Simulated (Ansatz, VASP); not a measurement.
One calculation of RbBr, two programs

Contents of INCAR:

```
SYSTEM = RbBr
PREC = Accurate
ENCUT = 520
EDIFF = 1E-6
ISMEAR = -1
SIGMA = 0.02
LREAL = .FALSE.
LASPH = .TRUE.
NELM = 100
ALGO = Normal
ISIF = 2
LWAVE = .FALSE.
LCHARG = .TRUE.
GGA = PE
LELF = .TRUE.
LVHAR = .TRUE.
NBANDS = 15
```

Contents of KPOINTS:

```
regular mesh
0
G
  6 6 6
  0 0 0
```

The input POSCAR:

```
RbBr
1.0
    4.0849962150      0.0000000000      0.0000000000
    0.0000000000      4.0849962150      0.0000000000
    0.0000000000      0.0000000000      4.1279266522
Rb Br
1 1
Direct
    0.0000000000      0.0000000000      0.0000000000
    0.5000000000      0.5000000000      0.5000000000
```

Input for Ansatz:

```yaml
crystal:
  lattice:
    - [4.084996215, 0.0, 0.0]
    - [0.0, 4.084996215, 0.0]
    - [0.0, 0.0, 4.1279266522]
  atoms:
    - { symbol: Rb, position: [0.0, 0.0, 0.0] }
    - { symbol: Br, position: [0.5, 0.5, 0.5] }
kpoints:
  mp_grid: { grid: [6, 6, 6] }
  band_path:
    path:
      - [0.0, 0.0, 0.0]
      - [0.0, 0.5, 0.0]
      - [0.5, 0.5, 0.0]
      - [0.5, 0.5, 0.5]
      - [0.0, 0.5, 0.5]
    npoints: 1
hamiltonian:
  xc: pbe
scf:
  occupations: { method: fermi_dirac, width: 0.02 }
  n_extra_bands: 4
output:
  forces: true
  stress: true
  eigenvalues: true
```

Change from the starting cell: biaxial_xy strain -1.0%.

Alike in both runs: task single point; functional PBE; k mesh 6 × 6 × 6; occupations fermi-dirac, width 0.02 eV; no spin polarisation.

|  | VASP | Ansatz |
| --- | --- | --- |
| version | VASP 6.6.1 | Ansatz 0.2.0 |
| potentials or method | VASP PAW PBE potentials, release 64 (Rb_sv, Br) | plane waves, PAW |
| plane-wave cutoff (eV) | 520 | 420 |
| valence electrons in the cell | 16 | 16 |

```tsv
	VASP	Ansatz	Ansatz less VASP
gap on the k mesh at the Fermi level (eV)	4.13	4.13	+0.002
pressure (GPa)	1.2	1.2	-0.03
traceless stress, the component that is largest in VASP (GPa)	-0.21	-0.21	+0.001
```

With one functional, cell and mesh, what is left measures potentials, basis and numerics.
